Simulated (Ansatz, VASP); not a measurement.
# C in VASP and in Ansatz

```
C
1.0
     3.12899    0.00000    0.00000
    -1.56450    2.70979    0.00000
     0.00000    0.00000    6.93198
C
9
Direct
  0.81649 0.18351 0.83333
  0.81649 0.63298 0.50000
  0.36702 0.18351 0.16667
  0.00000 0.00000 0.66667
  0.00000 0.00000 0.33333
  0.00000 0.00000 0.00000
  0.18351 0.81649 0.83333
  0.18351 0.36702 0.50000
  0.63298 0.81649 0.16667
```

Alike in both runs: functional PBE; k mesh 12 × 12 × 6; occupations gaussian, width 0.1 eV; no spin polarisation.

Ansatz relaxed the structure, and its values are those at the end. VASP's run is a single point on that final structure, the one shown.

|  | VASP | Ansatz |
| --- | --- | --- |
| version | VASP 6.6.1 | Ansatz 0.2.0 |
| potentials or method | VASP PAW PBE potentials, release 64 (C), cutoff 520 eV | scalar-relativistic, plane waves, PAW |
| valence electrons in the cell | 36 | 36 |

|  | VASP | Ansatz | Ansatz less VASP |
| --- | --- | --- | --- |
| gap on the k mesh at the Fermi level (eV) | none | none | - |
| pressure (GPa) | 0.5 | 0.0 | -0.49 |
| rms of the force components (eV/Å) | 0.022 | 0.000 | -0.0223 |

A gap of «none» marks a metal or a gap that the smearing closes.
